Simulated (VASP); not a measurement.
# C: single point with PBE

C:

```xyz
1
Lattice="0.0000 1.4321 1.4321 1.4321 0.0000 1.4321 1.4321 1.4321 0.0000" Properties=species:S:1:pos:R:3 pbc="T T T"
C     0.0000    0.0000    0.0000
```

```yaml
Program: VASP 6.6.1
Task: single point
Functional: PBE
Potentials_or_basis: VASP PAW PBE potentials, release 64 (C)
Cutoff: 520 eV
k_mesh: 24 × 24 × 24
Occupations: fermi-dirac, width 0.08 eV
Spin: no spin polarisation
Dipole_correction: no
Further_INCAR_settings: ALGO = Normal; EDIFF = 1e-06; NBANDS = 8
```

```
Pressure               : 49.3 GPa
Band gap on the k mesh : zero (band 2 reaches 20.66 eV, above the bottom of band 3 at 7.08 eV)
```

Levels at points of the mesh, in eV from the Fermi level:
| k point | band 1 | band 2 | band 3 | band 4 | band 5 |
| --- | --- | --- | --- | --- | --- |
| (0.00, 0.00, 0.00) | -21.99 | 9.75 | 9.75 | 9.75 | 32.95 |
| (0.50, 0.00, 0.00) | -11.09 | -10.31 | 7.55 | 7.55 | 28.80 |
| (0.50, 0.50, 0.00) | -8.76 | -5.34 | 2.40 | 2.40 | 16.39 |

Wall time 10 s on 1 thread of Intel Xeon 8259CL, on a shared host, peak memory 0.12 GiB.
